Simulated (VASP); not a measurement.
SiNi:

```
Ni Si
1.0
     2.94277    0.00000    0.00000
     0.00000    3.28033    0.00000
     0.00000    0.00000    4.67745
Ni Si
2 2
Direct
  0.50000 0.50000 0.34250
  0.00000 0.00000 0.65750
  0.50000 0.50000 0.84314
  0.00000 0.00000 0.15686
```

Base run:

| Item | Value |
| --- | --- |
| Program | VASP 6.6.1 |
| Functional | PBE |
| Potentials or basis | VASP PAW PBE potentials, release 64 (Ni_sv_GW, Si) |
| Cutoff | 590 eV |
| k mesh | 8 × 7 × 5 |
| Occupations | fermi-dirac, width 0.05 eV |
| Spin | collinear spin, ferromagnetic start |
| Starting moments | [1.5, 1.5, 0.0, 0.0] μB |
| Fixed moment | 3 μB |

Its results: pressure 19.0 GPa; site moments Ni +0.96; Si +0.22 μB; largest force 0.847 eV/Å.

Task: The run is repeated on the same cell with these changes: fixed moment from 3 μB to 4 μB; moments at the start from [1.5, 1.5, 0.0, 0.0] to [2.0, 2.0, 0.0, 0.0]. What comes out?

Result: Pressure 26.6 GPa; site moments Ni +1.23; Si +0.30 μB; largest force 0.853 eV/Å.

Caveats: the cell stands under pressure; the total moment is fixed, so each spin has its own Fermi level.
